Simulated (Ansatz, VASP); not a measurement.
InP in VASP and in Ansatz

```
In P
1.0
     0.00000    2.72758    2.72758
     2.72758    0.00000    2.72758
     2.72758    2.72758    0.00000
In P
1 1
Direct
  0.00000 0.00000 0.00000
  0.50000 0.50000 0.50000
```

Alike in both runs: task single point; functional LDA; k mesh 14 × 14 × 14; occupations fermi-dirac, width 0.15 eV; no spin polarisation.

|  | VASP | Ansatz |
| --- | --- | --- |
| version | VASP 6.6.1 | Ansatz 0.2.0 |
| potentials or method | VASP PAW LDA potentials, release 64 (In_d, P), cutoff 520 eV | scalar-relativistic, plane waves, PAW |
| valence electrons in the cell | 18 | 18 |

Ansatz gave:

* gap on the k mesh at the Fermi level (eV): none
* pressure (GPa): -1.7

Q: Which values does VASP return?

A: gap on the k mesh at the Fermi level (eV): none; pressure (GPa): -1.6.

LDA's correlation is that of Perdew and Zunger in VASP and of Perdew and Wang (1992) in Ansatz. A gap of «none» marks a metal or a gap that the smearing closes.
